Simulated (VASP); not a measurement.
CoSi2:

```xyz
3
Lattice="0.0000 2.6825 2.6825 2.6825 0.0000 2.6825 2.6825 2.6825 0.0000" Properties=species:S:1:pos:R:3 pbc="T T T"
Co    0.0000    0.0000    0.0000
Si    1.3413    1.3413    1.3413
Si    4.0237    4.0237    4.0237
```

- Program: VASP 6.6.1
- Task: relaxation of cell and atoms
- Functional: PBE
- Dispersion: D3(BJ)
- Potentials or basis: VASP PAW PBE potentials, release 64 (Co, Si)
- Cutoff: 600 eV
- k mesh: 14 × 14 × 14
- Occupations: gaussian, width 0.1 eV
- Spin: no spin polarisation

At the start: pressure -6.3 GPa; volume 12.87 Å³/atom.

Question: Where does the relaxation end?

Answer: Over 5 steps the energy falls by 9.1 meV/atom and the volume is 12.43 Å³/atom (-3.4 %); space group Fm-3m (No. 225, to 0.05 Å).

Step by step:
| step | energy change (eV) | largest force (eV/Å) | pressure (GPa) | volume (Å³) |
| --- | --- | --- | --- | --- |
| 1 | 0.0000 | 0.0000 | -6.31 | 38.61 |
| 2 | 0.0080 | 0.0000 | 8.16 | 35.84 |
| 3 | -0.0274 | 0.0000 | -0.20 | 37.28 |
| 4 | -0.0274 | 0.0000 | 0.08 | 37.24 |
| 5 | -0.0274 | 0.0000 | 0.00 | 37.28 |

Final structure:
```
CELL_PARAMETERS angstrom
0.00000 2.65133 2.65133
2.65133 0.00000 2.65133
2.65133 2.65133 0.00000
ATOMIC_POSITIONS crystal
Co 0.00000 0.00000 0.00000
Si 0.25000 0.25000 0.25000
Si 0.75000 0.75000 0.75000
```

Caveat: pairwise dispersion overbinds metals, which lowers pressure and volume.
